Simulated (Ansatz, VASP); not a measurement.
## GaP: VASP beside Ansatz

```xyz
8
Lattice="7.4119 0.0000 0.0000 0.0000 3.9764 0.0000 0.0000 0.0000 6.6266" Properties=species:S:1:pos:R:3 pbc="T T T"
Ga    6.2357    2.9823    2.6635
Ga    4.8822    0.9941    5.9769
Ga    2.5297    2.9823    0.6498
Ga    1.1762    0.9941    3.9631
P     6.1506    0.9941    3.9982
P     4.9673    2.9823    0.6849
P     2.4446    0.9941    5.9418
P     1.2613    2.9823    2.6285
```

Alike in both runs: functional PBE; k mesh 4 × 4 × 4; occupations gaussian, width 0.1 eV; no spin polarisation.

Ansatz relaxed the structure, and its values are those at the end. VASP's run is a single point on that final structure, the one shown.

```csv
,VASP,Ansatz
version,VASP 6.6.1,Ansatz 0.2.0
potentials or method,"VASP PAW PBE potentials, release 64 (Ga_d, P), cutoff 520 eV","scalar-relativistic, plane waves, PAW"
valence electrons in the cell,72,72
```

VASP gave:

| Item | Value |
| --- | --- |
| gap on the k mesh at the Fermi level (eV) | 1.00 |
| least direct gap on the mesh (eV) | 1.36 |
| pressure (GPa) | 0.0 |
| rms of the force components (eV/Å) | 0.012 |

Problem. Which values does Ansatz return?

Solution. gap on the k mesh at the Fermi level (eV): 1.00; least direct gap on the mesh (eV): 1.37; pressure (GPa): 0.0; rms of the force components (eV/Å): 0.012.

With one functional, cell and mesh, what is left measures potentials, basis and numerics.
